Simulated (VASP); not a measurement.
# TaH (F-43m) in VASP: further runs

Runs on TaH. Level: PBE. Tasks: single point.

Everything below comes from runs of VASP 6.6.1. Logs are shortened: lines on timing, memory, paths and dates and some standing lists are left out, and cuts for length are marked.

### 1 The cell of the first run

Symmetry: F-43m, No. 216, cubic system. The conventional cell has a = 4.421 Å, b = 4.421 Å, c = 4.421 Å, α = 90.00°, β = 90.00°, γ = 90.00°. Within 2.5 Å of Ta (site symmetry -43m) lie 4 H at 1.91 Å. Within 2.5 Å of H (site symmetry -43m) lie 4 Ta at 1.91 Å.

### 2 Single point, PBE

File INCAR:

```
SYSTEM = TaH
ALGO     = Normal         ! electronic algorithm
EDIFF    = 1E-6           ! SCF threshold, eV
ENCUT    = 500            ! plane-wave cutoff, eV
GGA      = PE             ! functional
GGA_COMPAT= .FALSE.      
ISIF     = 2              ! what is computed and relaxed
ISMEAR   = 0              ! smearing method
LASPH    = .TRUE.         ! aspherical terms in the spheres
LCHARG   = .TRUE.         ! write CHGCAR
LELF     = .TRUE.         ! ELF
LREAL    = .FALSE.        ! projectors in reciprocal space
LVHAR    = .TRUE.       
LWAVE    = .FALSE.        ! write WAVECAR
NBANDS   = 13             ! bands
NELM     = 120            ! most SCF steps
PREC     = Accurate       ! precision mode
SIGMA    = 0.1            ! smearing width, eV
```

File KPOINTS:

```
k-points
0
G
  6 6 6
  0 0 0
```

File POSCAR:

```
TaH
1.0
    0.0000000000      2.2103078075      2.2103078075
    2.2103078075      0.0000000000      2.2103078075
    2.2103078075      2.2103078075      0.0000000000
Ta H
1 1
Direct
    0.2500000000      0.2500000000      0.2500000000
    0.5000000000      0.5000000000      0.5000000000
```

Potentials or basis: VASP PAW PBE potentials, release 64 (Ta_pv, H).

Started as:

```sh
$ cat potpaw_PBE.64/Ta_pv/POTCAR potpaw_PBE.64/H/POTCAR > POTCAR
$ mpirun -np 1 vasp_std > vasp.out
```

OUTCAR:

```text
SYSTEM = TaH
   EDIFF = 1E-6
   ENCUT = 500
   GGA = PE
   ISIF = 2
   ISMEAR = 0
   LASPH = .TRUE.
   LREAL = .FALSE.
   NELM = 120
   PREC = Accurate

 ion  position               nearest neighbor table
   1  0.250  0.250  0.250-   2 1.91   2 1.91   2 1.91   2 1.91
   2  0.500  0.500  0.500-   1 1.91   1 1.91   1 1.91   1 1.91

  LATTYP: Found a face centered cubic cell.
 ALAT       =     4.4206156150

  Lattice vectors:

 A1 = (   0.0000000000,   2.2103078075,   2.2103078075)
 A2 = (   2.2103078075,   0.0000000000,   2.2103078075)
 A3 = (   2.2103078075,   2.2103078075,   0.0000000000)

Analysis of symmetry for initial positions (statically):
=====================================================================
 Subroutine PRICEL returns:
 Original cell was already a primitive cell.

 Routine SETGRP: Setting up the symmetry group for a
 face centered cubic supercell.

 Subroutine GETGRP returns: Found 24 space group operations
 (whereof 24 operations were pure point group operations)
 out of a pool of 48 trial point group operations.

The static configuration has the point symmetry T_d .

Analysis of symmetry for dynamics (positions and initial velocities):
=====================================================================
 Subroutine PRICEL returns:
 Original cell was already a primitive cell.

 Routine SETGRP: Setting up the symmetry group for a
 face centered cubic supercell.

 Subroutine GETGRP returns: Found 24 space group operations
 (whereof 24 operations were pure point group operations)
 out of a pool of 48 trial point group operations.

The dynamic configuration has the point symmetry T_d .

 Subroutine INISYM returns: Found 24 space group operations
 (whereof 24 operations are pure point group operations),
 and found     1 'primitive' translations

----------------------------------------------------------------------------------------

                                     Primitive cell

  volume of cell :      21.5967

  direct lattice vectors                    reciprocal lattice vectors
     0.000000000  2.210307807  2.210307807    -0.226212837  0.226212837  0.226212837
     2.210307807  0.000000000  2.210307807     0.226212837 -0.226212837  0.226212837
     2.210307807  2.210307807  0.000000000     0.226212837  0.226212837 -0.226212837

  length of vectors
     3.125847278  3.125847278  3.125847278     0.391812127  0.391812127  0.391812127

  position of ions in fractional coordinates (direct lattice)
     0.250000000  0.250000000  0.250000000
     0.500000000  0.500000000  0.500000000

  ion indices of the primitive-cell ions
   primitive index   ion index
                 1           1
                 2           2

----------------------------------------------------------------------------------------

 KPOINTS: k-points

Automatic generation of k-mesh.
 Grid dimensions read from file:
 generate k-points for:    6    6    6

 Generating k-lattice:

  Cartesian coordinates                     Fractional coordinates (reciprocal lattice)
    -0.037702140  0.037702140  0.037702140     0.166666667  0.000000000  0.000000000
     0.037702140 -0.037702140  0.037702140     0.000000000  0.166666667  0.000000000
     0.037702140  0.037702140 -0.037702140     0.000000000  0.000000000  0.166666667

  Length of vectors
     0.065302021  0.065302021  0.065302021

  Shift w.r.t. Gamma in fractional coordinates (k-lattice)
     0.000000000  0.000000000  0.000000000

 Subroutine IBZKPT returns following result:
 ===========================================

 Found     16 irreducible k-points:

 Following reciprocal coordinates:
            Coordinates               Weight
  0.000000  0.000000  0.000000      1.000000
  0.166667  0.000000  0.000000      8.000000
  0.333333  0.000000  0.000000      8.000000
  0.500000  0.000000  0.000000      4.000000
  0.166667  0.166667  0.000000      6.000000
  0.333333  0.166667  0.000000     24.000000
[... 8 lines left out ...]
 -0.333333  0.333333  0.166667     24.000000
 -0.333333  0.500000  0.166667     12.000000
   k-points           NKPTS =     16   k-points in BZ     NKDIM =     16   number of bands    NBANDS=     13
   number of dos      NEDOS =    301   number of ions     NIONS =      2
   total plane-waves  NPLWV =  13824
   dimension x,y,z NGX =    24 NGY =   24 NGZ =   24
   dimension x,y,z NGXF=    48 NGYF=   48 NGZF=   48
   ions per type =               1   1
   NGX,Y,Z   is equivalent  to a cutoff of  12.76, 12.76, 12.76 a.u.
   NGXF,Y,Z  is equivalent  to a cutoff of  25.53, 25.53, 25.53 a.u.
 SYSTEM =  TaH
   PREC   = accura    normal or accurate (medium, high low for compatibility)
   ISTART =      0    job   : 0-new  1-cont  2-samecut
   ICHARG =      2    charge: 1-file 2-atom 10-const
   ISPIN  =      1    spin polarized calculation?
   LNONCOLLINEAR =      F non collinear calculations
   LSORBIT =      F    spin-orbit coupling
   LASPH  =      T    aspherical Exc in radial PAW
   ENCUT  =  500.0 eV  36.75 Ry    6.06 a.u.   5.70  5.70  5.70*2*pi/ulx,y,z
   NELM   =    120;   NELMIN=  2; NELMDL= -5     # of ELM steps
   EDIFF  = 0.1E-05   stopping-criterion for ELM
   LREAL  =      F    real-space projection
   EDIFFG = 0.1E-04   stopping-criterion for IOM
   NSW    =      0    number of steps for IOM
   IBRION =     -1    ionic relax: 0-MD 1-quasi-New 2-CG
   NFREE  =      0    steps in history (QN), initial steepest desc. (CG)
   ISIF   =      2    stress and relaxation
   ISYM   =      2    0-nonsym 1-usesym 2-fastsym
   POTIM  = 0.5000    time-step for ionic-motion
   TEBEG  =    0.0;   TEEND  =   0.0 temperature during run
   PSTRESS=    0.0 pullay stress
   NELECT =      12.0000    total number of electrons
   NUPDOWN=      -1.0000    fix difference up-down
   EMIN   =  10.00;   EMAX   =-10.00  energy-range for DOS
   EFERMI =   0.00;   METHOD = LEGACY
   ISMEAR =     0;   SIGMA  =   0.10  broadening in eV -4-tet -1-fermi 0-gaus
   EFERMI_NEDOS =   21; number of points for ismear=-14 and -15
   IALGO  =     38    algorithm
   IMIX   =      4    mixing-type and parameters
     AMIX     =   0.40;   BMIX     =  1.00
     AMIX_MAG =   1.60;   BMIX_MAG =  1.00
  volume/ion in A,a.u.               =      10.80        72.87
  Fermi-wavevector in a.u.,A,eV,Ry     =   1.345878  2.543341 24.645439  1.811389
  Thomas-Fermi vector in A             =   2.473756
   LORBIT       =      0    0 simple, 1 ext, 2 COOP (PROOUT), +10 PAW based schemes
   GGA     = PE    functional components
   LHFCALC =     F    Hartree Fock is set to
   AEXX    =    0.0000 exact exchange contribution
   IVDW    =     0    specifies the selected vdW correction
   LEPSILON=     F    determine dielectric tensor
   LRPA    =     F    only Hartree local field effects (RPA)
 non-spin polarized calculation
 Gauss-broadening in eV      SIGMA  =   0.10
  energy-cutoff  :      500.00
  volume of cell :       21.60
 maximum number of plane-waves:       568
   NGX = 11   NGY = 11   NGZ = 11

 number of electron      12.0000001 magnetization

 Free energy of the ion-electron system (eV)
  ---------------------------------------------------
  ext. energy  EPLUGINS =         0.00000000
  ---------------------------------------------------
  free energy    TOTEN  =       -15.26580334 eV

  energy without entropy =      -15.25842314  energy(sigma->0) =      -15.26211324

 E-fermi :   5.2931     XC(G=0): -12.1670

 val. band max:        5.2473755114   @ k =   0.3333   0.0000   0.0000
 cond. band min:       5.3245303947   @ k =   0.1667   0.0000   0.0000
 fundamental gap:      0.0771548833
 Fermi energy:         5.2931315435

 k-point     1 :       0.0000    0.0000    0.0000
  band No.  band energies     occupation
      1     -28.9089      2.00000
      2     -28.9089      2.00000
      3     -28.9089      2.00000
      4      -5.2758      2.00000
      5       4.9731      1.99999
      6       4.9731      1.99999
      7       4.9731      1.99999
      8       7.8969      0.00000
      9       7.8969      0.00000
     10       9.5872      0.00000
     11      19.0785      0.00000
     12      20.6920      0.00000
     13      20.6920      0.00000

 k-point     2 :       0.1667    0.0000    0.0000
  band No.  band energies     occupation
      1     -29.0909      2.00000
      2     -28.9322      2.00000
      3     -28.9322      2.00000
      4      -4.5195      2.00000
      5       3.6486      2.00000
      6       5.3245      0.65701
      7       5.3245      0.65701
      8       7.6547      0.00000
      9       7.6547      0.00000
     10      11.7404      0.00000
     11      18.1972      0.00000
     12      19.0805      0.00000
     13      22.3958      0.00000

 k-point     3 :       0.3333    0.0000    0.0000
  band No.  band energies     occupation
      1     -29.4388      2.00000
      2     -28.9784      2.00000
      3     -28.9784      2.00000
      4      -3.1386      2.00000
      5       3.0746      2.00000
      6       5.2474      1.48243
      7       5.2474      1.48243
      8       8.5830      0.00000
      9       8.5830      0.00000
     10      13.0874      0.00000
     11      15.6133      0.00000
     12      19.0819      0.00000
     13      22.2733      0.00000

 k-point     4 :       0.5000    0.0000    0.0000
  band No.  band energies     occupation
      1     -29.6055      2.00000
      2     -29.0012      2.00000
      3     -29.0012      2.00000
      4      -2.6776      2.00000
      5       3.8705      2.00000
      6       4.9724      1.99999
      7       4.9724      1.99999
      8       9.7647      0.00000
      9       9.7647      0.00000
     10      12.7343      0.00000
     11      13.0258      0.00000
     12      19.0816      0.00000
     13      20.0957      0.00000

 k-point     5 :       0.1667    0.1667    0.0000
  band No.  band energies     occupation
      1     -29.0888      2.00000
      2     -28.9707      2.00000
      3     -28.9707      2.00000
      4      -4.2548      2.00000
      5       3.1143      2.00000
      6       5.7180      0.00000
      7       5.7180      0.00000
      8       6.4482      0.00000
      9       8.3262      0.00000
     10      12.5296      0.00000
     11      19.0751      0.00000
     12      19.6733      0.00000
     13      21.0794      0.00000
[... 129 lines left out ...]
 k-point    14 :       0.5000    0.3333    0.1667
  band No.  band energies     occupation
      1     -29.4362      2.00000
      2     -29.1884      2.00000
      3     -29.0602      2.00000
      4      -2.0601      2.00000
      5       2.3532      2.00000
      6       3.9207      2.00000
      7       7.1070      0.00000
      8       7.9783      0.00000
      9      10.6075      0.00000
     10      14.2207      0.00000
     11      15.8252      0.00000
     12      17.9548      0.00000
     13      19.0818      0.00000

 k-point    15 :      -0.3333    0.3333    0.1667
  band No.  band energies     occupation
      1     -29.4559      2.00000
      2     -29.2744      2.00000
      3     -29.0978      2.00000
      4      -1.6859      2.00000
      5       2.8766      2.00000
      6       3.6831      2.00000
      7       6.6354      0.00000
      8       9.0925      0.00000
      9      11.7237      0.00000
     10      11.9555      0.00000
     11      15.5892      0.00000
     12      17.8439      0.00000
     13      19.0823      0.00000

 k-point    16 :      -0.3333    0.5000    0.1667
  band No.  band energies     occupation
      1     -29.4779      2.00000
      2     -29.2583      2.00000
      3     -29.1586      2.00000
      4      -1.5332      2.00000
      5       1.9536      2.00000
      6       4.2564      2.00000
      7       7.2804      0.00000
      8      10.2233      0.00000
      9      11.6392      0.00000
     10      12.6518      0.00000
     11      13.5437      0.00000
     12      17.3044      0.00000
     13      19.0832      0.00000

------------------------ aborting loop because EDIFF is reached ----------------------------------------

  FORCE on cell =-STRESS in cart. coord.  units (eV):
  Direction    XX          YY          ZZ          XY          YZ          ZX
  --------------------------------------------------------------------------------------
  -------------------------------------------------------------------------------------
  Total       -0.0476533     -0.0476533     -0.0476533      0.0000000     -0.0000000      0.0000000
  in kB       -3.5352100     -3.5352100     -3.5352100      0.0000000     -0.0000000      0.0000000
  external PRESSURE =      -3.5352100 kB  Pullay stress =       0.0000000 kB

 VOLUME and BASIS-vectors are now :
 -----------------------------------------------------------------------------
  energy-cutoff  :      500.00
  volume of cell :       21.60
      direct lattice vectors                 reciprocal lattice vectors
     0.000000000  2.210307807  2.210307807    -0.226212837  0.226212837  0.226212837
     2.210307807  0.000000000  2.210307807     0.226212837 -0.226212837  0.226212837
     2.210307807  2.210307807  0.000000000     0.226212837  0.226212837 -0.226212837

 POSITION                                       TOTAL-FORCE (eV/Angst)
 -----------------------------------------------------------------------------------
      1.10515      1.10515      1.10515        -0.000000     -0.000000      0.000000
      2.21031      2.21031      2.21031         0.000000      0.000000      0.000000
 -----------------------------------------------------------------------------------
    total drift:                               -0.000000     -0.000000     -0.000000

  FREE ENERGIE OF THE ION-ELECTRON SYSTEM (eV)
  ---------------------------------------------------
  free  energy   TOTEN  =       -15.2658033384 eV

  energy  without entropy=      -15.2584231440  energy(sigma->0) =      -15.26211324
```

It took 9.6 s on 1 thread of AMD EPYC 7R43 (Zen 3), shared host; peak memory 0.1 GiB.

What came out:

| Item | Value |
| --- | --- |
| Free energy | -15.2658 eV |
| Pressure | -0.4 GPa |
| Band gap on the k mesh | zero (band 6 reaches 5.72 eV, above the bottom of band 7 at 4.97 eV) |

Caveat: the k points lie up to 0.41 Å⁻¹ apart; spin-orbit coupling is left out, which moves the levels of the heavy elements.

[end of part 1 of 2]
